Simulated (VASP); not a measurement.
Here is a VASP 6.6.1 calculation.

INCAR

```
PREC = Accurate
ENCUT = 600
EDIFF = 1E-6
ISMEAR = 0
SIGMA = 0.2
LREAL = False
LASPH = True
NELM = 60
ALGO = Fast
ISIF = 3
LWAVE = False
LCHARG = False
GGA = PE
IBRION = 2
NSW = 80
EDIFFG = -0.025
```

KPOINTS

```
Automatic mesh
0
Gamma
  6 6 1
```

Contents of POSCAR:

```
Hf4B3
1.0
    3.0611852364     -0.0286870952     -0.0109719346
   -1.5554363715      2.8509455788     -0.0015018048
   -0.0809514635     -0.0595318793     22.8369320334
Hf B
8 6
Direct
    0.6261713591      0.3370154246      0.4445168851
    0.3271534141      0.6951745636      0.5581309990
   -0.0118022810     -0.0004600821      0.9244352885
    0.0065649514      0.0038607673      0.0697771687
    0.0011627640      0.9839147942      0.2227759694
    0.0149018161      0.0227481054      0.7744620515
    0.6700271202      0.3390919162      0.6591828105
    0.3418666260      0.6469082828      0.3384599414
    0.3547701008      0.6834327051      0.1494490263
    0.6916336528      0.3418199138      0.1468085979
    0.3447200913      0.6560407766      1.0037901245
    0.6694271588      0.3449611388      0.0023053799
    0.6510791993      0.3119921235      0.8495569648
    0.3123240271      0.6334995701      0.8563487926
```

Potentials or basis: VASP PAW PBE potentials, release 64 (Hf_pv, B).

Run with:

```console
$ cat potpaw_PBE.64/Hf_pv/POTCAR potpaw_PBE.64/B/POTCAR > POTCAR
$ mpirun -np 1 vasp_std > vasp.out
```

Q: What does it give for the relaxed volume?

A: 14.45 Å³/atom.

Q: What does it give for the relaxed cell?

A: a = 3.162 Å, b = 3.163 Å, c = 23.352 Å, α = 89.96°, β = 90.08°, γ = 120.00°.

The path:
```
step  energy change (eV)  largest force (eV/Å)  pressure (GPa)  volume (Å³)
   1              0.0000                2.7569            4.75       198.28
   2             -0.9287                0.7976           -6.20       210.15
   3             -1.0127                1.0059           -4.22       207.39
   4             -1.1401                0.4997            3.35       198.58
   5             -1.1754                0.4906            0.80       201.30
   6             -1.2312                0.2089            0.38       201.85
   7             -1.2355                0.2455            0.24       202.05
   8             -1.2465                0.1660           -0.39       202.77
   9             -1.2472                0.1562           -0.59       203.00
  10             -1.2521                0.1122            0.39       201.83
  11             -1.2521                0.1138            0.36       201.87
  12             -1.2565                0.0732            0.15       202.08
  13             -1.2573                0.0933            0.03       202.21
  14             -1.2591                0.0598           -0.10       202.40
  15             -1.2594                0.0431           -0.18       202.53
  16             -1.2601                0.0394            0.27       202.06
  17             -1.2602                0.0346            0.16       202.16
  18             -1.2608                0.0295           -0.04       202.42
  19             -1.2608                0.0296           -0.05       202.43
  20             -1.2614                0.0288           -0.05       202.43
  21             -1.2615                0.0333           -0.05       202.43
  22             -1.2619                0.0250            0.11       202.25
```

Caveat: the k points lie up to 0.38 Å⁻¹ apart in the final cell, too coarse for converged energies and pressures of a metal.
